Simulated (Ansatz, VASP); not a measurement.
Ni in VASP and in Ansatz

```
Ni
1.0
     2.51138    0.00000    0.00000
    -1.25569    2.17492    0.00000
     0.00000    0.00000    8.23385
Ni
4
Direct
  0.00000 0.00000 0.00000
  0.00000 0.00000 0.50000
  0.33333 0.66667 0.25000
  0.66667 0.33333 0.75000
```

Alike in both runs: task single point; functional LDA; k mesh 17 × 17 × 5; occupations fermi-dirac, width 0.05 eV; collinear spin.

|  | VASP | Ansatz |
| --- | --- | --- |
| version | VASP 6.6.1 | Ansatz 0.2.0 |
| potentials or method | VASP PAW LDA potentials, release 64 (Ni), cutoff 520 eV | plane waves (420 eV) with PAW, scalar-relativistic |
| valence electrons in the cell | 40 | 72 |

```csv
,VASP,Ansatz,Ansatz less VASP
pressure (GPa),-21.5,-21.7,-0.17
"traceless stress, the component that is largest in VASP (GPa)",-0.20,-0.14,+0.055
net moment per atom (μB),0.61,0.64,+0.024
size of the moment on the site where the two differ most (μB),0.61,0.66,+0.048
```

Ansatz warns that its potentials were made for another functional, while VASP's fit it. LDA's correlation is that of Perdew and Zunger in VASP and of Perdew and Wang (1992) in Ansatz. Site moments also hang on the region over which each program counts them. VASP's potentials hold 40 valence electrons a cell and Ansatz's 72, so a difference there can come from the potentials and not from the codes.
